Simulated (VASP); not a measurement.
# PtS2 in VASP: further runs

Runs on PtS2. Level: PBE+D3(BJ). Tasks: single point.

Program: VASP 6.6.1. These are calculated values, not measurements. Logs are shortened: lines on timing, memory, paths and dates and some standing lists are left out, and cuts for length are marked.

## (1) The cell of the first run

The cell holds a slab with vacuum, 6 atoms: a = 3.542 Å, b = 3.542 Å, c = 22.467 Å, α = 90.00°, β = 90.00°, γ = 120.00°.

## (2) Single point, PBE+D3(BJ) (layers slid over each other)

The input, INCAR:

```
ALGO = Normal
DIPOL = 0.5 0.5 0.382
EDIFF = 1E-6
ENCUT = 520
GGA = PE
IDIPOL = 3
ISIF = 2
ISMEAR = 0
IVDW = 12
LASPH = T
LCHARG = T
LDIPOL = T
LELF = T
LREAL = F
LVACPOTAV = T
LVHAR = T
LWAVE = F
NBANDS = 31
NELM = 80
PREC = Accurate
SIGMA = 0.05
```

The input, KPOINTS:

```
k-points
0
Gamma
  9 9 1
```

The input, POSCAR:

```
PtS2
1.0
    3.5415278079      0.0000000000      0.0000000000
   -1.7707639039      3.0670530498      0.0000000000
    0.0000000000      0.0000000000     22.4670615492
S Pt
4 2
Direct
    0.6666666667      0.3333333333      0.2002932155
    0.3333333333      0.6666666667      0.3108341854
    0.6666666667      0.6666666667      0.4537100124
    0.3333333333      1.0000000000      0.5642509823
    0.0000000000      0.0000000000      0.2555637004
    0.0000000000      0.3333333333      0.5089804974
```

Potentials or basis: VASP PAW PBE potentials, release 64 (S, Pt).

Started as:

```console
> cat potpaw_PBE.64/S/POTCAR potpaw_PBE.64/Pt/POTCAR > POTCAR
> mpirun -np 1 vasp_std > vasp.out
```

OUTCAR:

```text
EDIFF = 1E-6
   ENCUT = 520
   GGA = PE
   ISIF = 2
   ISMEAR = 0
   IVDW = 12
   LASPH = T
   LREAL = F
   NELM = 80
   PREC = Accurate
 IVDW          = 12

 ion  position               nearest neighbor table
   1  0.667  0.333  0.200-   5 2.39   5 2.39   5 2.39
   2  0.333  0.667  0.311-   5 2.39   5 2.39   5 2.39
   3  0.667  0.667  0.454-   6 2.39   6 2.39   6 2.39
   4  0.333  0.000  0.564-   6 2.39   6 2.39   6 2.39
   5  0.000  0.000  0.256-   1 2.39   1 2.39   1 2.39   2 2.39   2 2.39   2 2.39
   6  0.000  0.333  0.509-   4 2.39   4 2.39   4 2.39   3 2.39   3 2.39   3 2.39

  LATTYP: Found a hexagonal cell.
 ALAT       =     3.5415278079
 C/A-ratio  =     6.3438896340

  Lattice vectors:

 A1 = (   3.5415278079,   0.0000000000,   0.0000000000)
 A2 = (  -1.7707639039,   3.0670530498,   0.0000000000)
 A3 = (   0.0000000000,   0.0000000000,  22.4670615492)

Analysis of symmetry for initial positions (statically):
=====================================================================
 Subroutine PRICEL returns:
 Original cell was already a primitive cell.

 Routine SETGRP: Setting up the symmetry group for a
 hexagonal supercell.

 Subroutine GETGRP returns: Found  2 space group operations
 (whereof  1 operations were pure point group operations)
 out of a pool of 24 trial point group operations.

The static configuration has the point symmetry C_1 .
 The point group associated with its full space group is S_2 .

Analysis of symmetry for dynamics (positions and initial velocities):
=====================================================================
 Subroutine PRICEL returns:
 Original cell was already a primitive cell.

 Routine SETGRP: Setting up the symmetry group for a
 hexagonal supercell.

 Subroutine GETGRP returns: Found  2 space group operations
 (whereof  1 operations were pure point group operations)
 out of a pool of 24 trial point group operations.

The dynamic configuration has the point symmetry C_1 .
 The point group associated with its full space group is S_2 .

 Subroutine INISYM returns: Found  2 space group operations
 (whereof  1 operations are pure point group operations),
 and found     1 'primitive' translations

----------------------------------------------------------------------------------------

                                     Primitive cell

  volume of cell :     244.0384

  direct lattice vectors                    reciprocal lattice vectors
     3.541527808  0.000000000  0.000000000     0.282364012  0.163022938  0.000000000
    -1.770763904  3.067053050  0.000000000     0.000000000  0.326045877  0.000000000
     0.000000000  0.000000000 22.467061549     0.000000000  0.000000000  0.044509603

  length of vectors
     3.541527808  3.541527808 22.467061549     0.326045877  0.326045877  0.044509603

  position of ions in fractional coordinates (direct lattice)
     0.666666667  0.333333333  0.200293215
     0.333333333  0.666666667  0.310834185
     0.666666667  0.666666667  0.453710012
     0.333333333  0.000000000  0.564250982
     0.000000000  0.000000000  0.255563700
     0.000000000  0.333333333  0.508980497

  ion indices of the primitive-cell ions
   primitive index   ion index
                 1           1
                 2           2
                 3           3
                 4           4
                 5           5
                 6           6

----------------------------------------------------------------------------------------

 KPOINTS: k-points

Automatic generation of k-mesh.
 Grid dimensions read from file:
 generate k-points for:    9    9    1

 Generating k-lattice:

  Cartesian coordinates                     Fractional coordinates (reciprocal lattice)
     0.031373779  0.018113660  0.000000000     0.111111111 -0.000000000  0.000000000
     0.000000000  0.036227320  0.000000000     0.000000000  0.111111111  0.000000000
     0.000000000  0.000000000  0.044509603     0.000000000  0.000000000  1.000000000

  Length of vectors
     0.036227320  0.036227320  0.044509603

  Shift w.r.t. Gamma in fractional coordinates (k-lattice)
     0.000000000  0.000000000  0.000000000

 Subroutine IBZKPT returns following result:
 ===========================================

 Found     41 irreducible k-points:

 Following reciprocal coordinates:
            Coordinates               Weight
  0.000000  0.000000  0.000000      1.000000
  0.111111 -0.000000  0.000000      2.000000
  0.000000  0.111111  0.000000      2.000000
 -0.111111  0.111111  0.000000      2.000000
  0.222222  0.000000  0.000000      2.000000
  0.000000  0.222222  0.000000      2.000000
[... 16 lines left out ...]
  0.333333  0.111111  0.000000      2.000000
 -0.111111  0.444444  0.000000      2.000000
 [... further k-points ...]
   k-points           NKPTS =     41   k-points in BZ     NKDIM =     41   number of bands    NBANDS=     31
   number of dos      NEDOS =    301   number of ions     NIONS =      6
   total plane-waves  NPLWV = 131712
   dimension x,y,z NGX =    28 NGY =   28 NGZ =  168
   dimension x,y,z NGXF=    56 NGYF=   56 NGZF=  336
   ions per type =               4   2
   NGX,Y,Z   is equivalent  to a cutoff of  13.14, 13.14, 12.43 a.u.
   NGXF,Y,Z  is equivalent  to a cutoff of  26.29, 26.29, 24.86 a.u.
 SYSTEM =  unknown system
   PREC   = accura    normal or accurate (medium, high low for compatibility)
   ISTART =      0    job   : 0-new  1-cont  2-samecut
   ICHARG =      2    charge: 1-file 2-atom 10-const
   ISPIN  =      1    spin polarized calculation?
   LNONCOLLINEAR =      F non collinear calculations
   LSORBIT =      F    spin-orbit coupling
   LASPH  =      T    aspherical Exc in radial PAW
   ENCUT  =  520.0 eV  38.22 Ry    6.18 a.u.   6.58  6.58 41.77*2*pi/ulx,y,z
   NELM   =     80;   NELMIN=  2; NELMDL= -5     # of ELM steps
   EDIFF  = 0.1E-05   stopping-criterion for ELM
   LREAL  =      F    real-space projection
   EDIFFG = 0.1E-04   stopping-criterion for IOM
   NSW    =      0    number of steps for IOM
   IBRION =     -1    ionic relax: 0-MD 1-quasi-New 2-CG
   NFREE  =      0    steps in history (QN), initial steepest desc. (CG)
   ISIF   =      2    stress and relaxation
   ISYM   =      2    0-nonsym 1-usesym 2-fastsym
   POTIM  = 0.5000    time-step for ionic-motion
   TEBEG  =    0.0;   TEEND  =   0.0 temperature during run
   PSTRESS=    0.0 pullay stress
   NELECT =      44.0000    total number of electrons
   NUPDOWN=      -1.0000    fix difference up-down
   EMIN   =  10.00;   EMAX   =-10.00  energy-range for DOS
   EFERMI =   0.00;   METHOD = LEGACY
   ISMEAR =     0;   SIGMA  =   0.05  broadening in eV -4-tet -1-fermi 0-gaus
   EFERMI_NEDOS =   21; number of points for ismear=-14 and -15
   IALGO  =     38    algorithm
   IMIX   =      4    mixing-type and parameters
     AMIX     =   0.40;   BMIX     =  1.00
     AMIX_MAG =   1.60;   BMIX_MAG =  1.00
  volume/ion in A,a.u.               =      40.67       274.48
  Fermi-wavevector in a.u.,A,eV,Ry     =   0.924854  1.747720 11.637800  0.855354
  Thomas-Fermi vector in A             =   2.050645
   LORBIT       =      0    0 simple, 1 ext, 2 COOP (PROOUT), +10 PAW based schemes
   GGA     = PE    functional components
   LHFCALC =     F    Hartree Fock is set to
   AEXX    =    0.0000 exact exchange contribution
   IVDW    =    12    specifies the selected vdW correction
   LEPSILON=     F    determine dielectric tensor
   LRPA    =     F    only Hartree local field effects (RPA)
 non-spin polarized calculation
 Gauss-broadening in eV      SIGMA  =   0.05
  energy-cutoff  :      520.00
  volume of cell :      244.04
 maximum number of plane-waves:      6671
   NGX = 13   NGY = 13   NGZ = 83

 number of electron      44.0000000 magnetization

 dipolmoment           0.000000      0.000000     -0.000009 electrons x Angstroem

 Free energy of the ion-electron system (eV)
  ---------------------------------------------------
  ext. energy  EPLUGINS =         0.00000000
  ---------------------------------------------------
  free energy    TOTEN  =       -30.86522001 eV

  energy without entropy =      -30.86522001  energy(sigma->0) =      -30.86522001

 E-fermi :  -0.2200     XC(G=0):  -5.4369

 val. band max:       -0.4681337617   @ k =   0.1111   0.1111   0.0000
 cond. band min:       0.8139186543   @ k =   0.0000   0.2222   0.0000
 fundamental gap:      1.2820524159
 Fermi energy:        -0.2199719103

 k-point     1 :       0.0000    0.0000    0.0000
  band No.  band energies     occupation
      1     -14.9287      2.00000
      2     -14.8585      2.00000
      3     -12.7751      2.00000
      4     -12.6162      2.00000
      5      -6.3915      2.00000
      6      -6.3912      2.00000
[... 23 lines left out ...]
     30       5.3619      0.00000
     31       5.5507      0.00000

 k-point     2 :       0.1111   -0.0000    0.0000
  band No.  band energies     occupation
      1     -14.7745      2.00000
      2     -14.7042      2.00000
      3     -12.8000      2.00000
      4     -12.6543      2.00000
      5      -6.4226      2.00000
      6      -6.3648      2.00000
[... 23 lines left out ...]
     30       5.9316      0.00000
     31       5.9831      0.00000

 k-point     3 :       0.0000    0.1111    0.0000
  band No.  band energies     occupation
      1     -14.7749      2.00000
      2     -14.7038      2.00000
      3     -12.8010      2.00000
      4     -12.6532      2.00000
      5      -6.4210      2.00000
      6      -6.3619      2.00000
[... 703 lines left out ...]
     30       7.0070      0.00000
     31       7.3018      0.00000

 k-point    24 :      -0.1111    0.4444    0.0000
  band No.  band energies     occupation
      1     -13.4582      2.00000
      2     -13.3806      2.00000
      3     -12.9632      2.00000
      4     -12.8821      2.00000
      5      -6.7291      2.00000
      6      -6.7208      2.00000
[... 23 lines left out ...]
     30       6.9078      0.00000
     31       7.3614      0.00000

 [... further k-points ...]

------------------------ aborting loop because EDIFF is reached ----------------------------------------

 Edisp (eV)   -1.93185

 E8    (eV) :    -0.8003

  FORCE on cell =-STRESS in cart. coord.  units (eV):
  Direction    XX          YY          ZZ          XY          YZ          ZX
  --------------------------------------------------------------------------------------
  -------------------------------------------------------------------------------------
  Total      -0.35005    -0.50171    -0.55417    -0.04279    -0.00454     0.27527
  in kB      -2.29814    -3.29389    -3.63825    -0.28093    -0.02981     1.80720
  external pressure =       -3.08 kB  Pullay stress =        0.00 kB

 VOLUME and BASIS-vectors are now :
 -----------------------------------------------------------------------------
  energy-cutoff  :      520.00
  volume of cell :      244.04
      direct lattice vectors                 reciprocal lattice vectors
     3.541527808  0.000000000  0.000000000     0.282364012  0.163022938  0.000000000
    -1.770763904  3.067053050  0.000000000     0.000000000  0.326045877  0.000000000
     0.000000000  0.000000000 22.467061549     0.000000000  0.000000000  0.044509603

 POSITION                                       TOTAL-FORCE (eV/Angst)
 -----------------------------------------------------------------------------------
      1.77076      1.02235      4.50000        -0.028003      0.006618      0.034524
     -0.00000      2.04470      6.98353        -0.070959      0.017160     -0.067197
      1.18051      2.04470     10.19353         0.070959     -0.017160      0.067197
      1.18051      0.00000     12.67706         0.028003     -0.006618     -0.034524
      0.00000      0.00000      5.74177         0.031961     -0.018412      0.073716
     -0.59025      1.02235     11.43530        -0.031961      0.018412     -0.073716
 -----------------------------------------------------------------------------------
    total drift:                                0.000001     -0.000003     -0.000312

  FREE ENERGIE OF THE ION-ELECTRON SYSTEM (eV)
  ---------------------------------------------------
  free  energy   TOTEN  =       -32.7970718409 eV

  energy  without entropy=      -32.7970718409  energy(sigma->0) =      -32.79707184

 vacuum level on the upper side and lower side of the slab         5.489         5.489
```

It took 2.8 min on 1 thread of Intel Xeon 6975P-C (Granite Rapids), shared host; peak memory 0.51 GiB.

What came out:

```yaml
Free_energy: -32.7971 eV
Largest_force: 0.099 eV/Å
Band_gap_on_the_k_mesh: 1.28 eV (least direct gap 1.40 eV)
Dispersion_energy_per_atom: -0.322 eV
```

Forces in eV/Å, atoms in the order of the input:
```
S   -0.028  0.007  0.035
S   -0.071  0.017 -0.067
S    0.071 -0.017  0.067
S    0.028 -0.007 -0.035
Pt   0.032 -0.018  0.074
Pt  -0.032  0.018 -0.074
```

Caveat: the cell differs from its parent crystal (layers slid over each other); spin-orbit coupling is left out, which moves the levels of the heavy elements.

## (3) Single point, PBE+D3(BJ) (layers slid over each other)

The input, INCAR:

```
  PREC = Accurate
  ENCUT = 520
  EDIFF = 1E-7
  ISMEAR = 0
  SIGMA = 0.05
  LREAL = False
  LASPH = True
  NELM = 100
  ALGO = Normal
  ISIF = 2
  LWAVE = False
  LCHARG = True
  LDIPOL = True
  IDIPOL = 3
  DIPOL = 0.5 0.5 0.394
  GGA = PE
  IVDW = 12
  LELF = True
  LVHAR = True
  LVACPOTAV = True
  NBANDS = 31
```

The input, KPOINTS:

```
regular mesh
0
Gamma
  9 9 1
```

The input, POSCAR:

```
PtS2
1.0
    3.5415278079      0.0000000000      0.0000000000
   -1.7707639039      3.0670530498      0.0000000000
    0.0000000000      0.0000000000     22.4670615492
S Pt
4 2
Direct
    0.6666666667      0.3333333333      0.2002932155
    0.3333333333      0.6666666667      0.3108341854
    0.6666666667      0.6666666667      0.4773001022
    0.3333333333      1.0000000000      0.5878410722
    0.0000000000      0.0000000000      0.2555637004
    0.0000000000      0.3333333333      0.5325705872
```

Potentials or basis: VASP PAW PBE potentials, release 64 (S, Pt).

Started as:

```console
> cat potpaw_PBE.64/S/POTCAR potpaw_PBE.64/Pt/POTCAR > POTCAR
> mpirun -np 1 vasp_std > vasp.out
```

Wall time 3.2 min (1 thread of Intel Xeon 6975P-C (Granite Rapids), shared host); peak memory 0.51 GiB.

Results (log left out):

```yaml
Free_energy: -32.7509 eV
Largest_force: 0.053 eV/Å
Band_gap_on_the_k_mesh: 1.56 eV (least direct gap 1.64 eV)
Dispersion_energy_per_atom: -0.308 eV
```

Forces on the atoms (eV/Å):
```
S   -0.006  0.001  0.043
S   -0.014  0.003  0.012
S    0.014 -0.003 -0.012
S    0.006 -0.001 -0.043
Pt   0.007 -0.004  0.052
Pt  -0.007  0.004 -0.052
```

Levels at points of the mesh, in eV from the valence-band top:
```csv
k point,band 20,band 21,band 22,band 23,band 24,band 25
"(0.00, 0.00, 0.00)",-0.40,-0.39,-0.39,3.07,3.07,3.09
```

Caveat: the cell differs from its parent crystal (layers slid over each other); spin-orbit coupling is left out, which moves the levels of the heavy elements.

## (4) Single point, PBE+D3(BJ) (layers slid over each other)

The input, INCAR:

```
PREC = Accurate
ENCUT = 520
EDIFF = 1E-6
ISMEAR = 0
SIGMA = 0.05
LREAL = F
LASPH = T
NELM = 60
ALGO = Normal
ISIF = 2
LWAVE = F
LCHARG = F
LDIPOL = T
IDIPOL = 3
DIPOL = 0.5 0.5 0.416
GGA = PE
IVDW = 12
NBANDS = 31
```

The input, KPOINTS:

```
Automatic mesh
0
Gamma
  9 9 1
```

The input, POSCAR:

```
PtS2
1.0
    3.5415278079      0.0000000000      0.0000000000
   -1.7707639039      3.0670530498      0.0000000000
    0.0000000000      0.0000000000     22.4670615492
S Pt
4 2
Direct
    0.6666666667      0.3333333333      0.2002932155
    0.3333333333      0.6666666667      0.3108341854
    0.6666666667      0.6666666667      0.5218097057
    0.3333333333      1.0000000000      0.6323506756
    0.0000000000      0.0000000000      0.2555637004
    0.0000000000      0.3333333333      0.5770801906
```

Started as:

```console
> cat potpaw_PBE.64/S/POTCAR potpaw_PBE.64/Pt/POTCAR > POTCAR
> mpirun -np 1 vasp_std > vasp.out
```

Run time: 3.1 min. Hardware: 1 thread of Intel Xeon 6975P-C (Granite Rapids), shared host; peak memory 0.51 GiB.

The run converged. Its results:

* Free energy: -32.6616 eV
* Largest force: 0.043 eV/Å
* Band gap on the k mesh: 1.76 eV (least direct gap 1.84 eV)
* Dispersion energy per atom: -0.292 eV

Forces in eV/Å, atoms in the order of the input:
```
S    0.000  0.000  0.043
S    0.000  0.000 -0.001
S    0.000  0.000  0.001
S    0.000  0.000 -0.043
Pt   0.000  0.000  0.023
Pt   0.000  0.000 -0.023
```

Levels at points of the mesh, in eV from the valence-band top:
```tsv
k point	band 18	band 19	band 20	band 21	band 22	band 23	band 24	band 25	band 26	band 27
(0.00, 0.00, 0.00)	-0.61	-0.24	-0.24	-0.24	-0.24	3.24	3.24	3.24	3.24	5.34
```

Caveat: the cell differs from its parent crystal (layers slid over each other); spin-orbit coupling is left out, which moves the levels of the heavy elements.

## (5) Overview

```csv
cell,gap on the mesh (eV),largest force (eV/Å)
"as given, atomic positions A",1.28,0.10
"as given, atomic positions B",1.56,0.05
"as given, atomic positions C",1.76,0.04
```

Alike in all rows: task single point; level PBE+D3(BJ); potentials or basis VASP PAW PBE potentials, release 64 (S, Pt); no spin polarisation; k mesh 9 × 9 × 1; cutoff (eV) 520; smearing gaussian 0.05 eV.

Caveats: spin-orbit coupling is left out, which moves the levels of the heavy elements.

Absolute energies hang on the potentials; compare differences alone.
